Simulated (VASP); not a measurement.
# Al: single point with LDA

Crystal: Al.

```
Al
1.0
     0.00000    1.99161    1.99161
     1.99161    0.00000    1.99161
     1.99161    1.99161    0.00000
Al
1
Direct
  0.00000 0.00000 0.00000
```

| Property | Result |
| --- | --- |
| Program | VASP 6.6.1 |
| Task | single point |
| Functional | LDA |
| Potentials or basis | VASP PAW LDA potentials, release 64 (Al) |
| Cutoff | 520 eV |
| k mesh | 14 × 14 × 14 |
| Occupations | methfessel-paxton, width 0.1 eV |
| Spin | no spin polarisation |

```
Pressure : -0.2 GPa
```

Levels at points of the mesh, in eV from the Fermi level:
```
           k point  band 1  band 2  band 3  band 4  band 5
(0.00, 0.00, 0.00)  -11.36   12.85   12.85   12.85   14.51
(0.50, 0.00, 0.00)   -4.68   -4.41   11.68   11.68   11.75
(0.50, 0.50, 0.00)   -2.96   -1.58    5.35    5.78    5.78
```

Wall time 5.5 s on 1 thread of AMD EPYC 9R45 96-Core Processor (Zen 5), with other jobs on the host, peak memory 0.09 GiB.
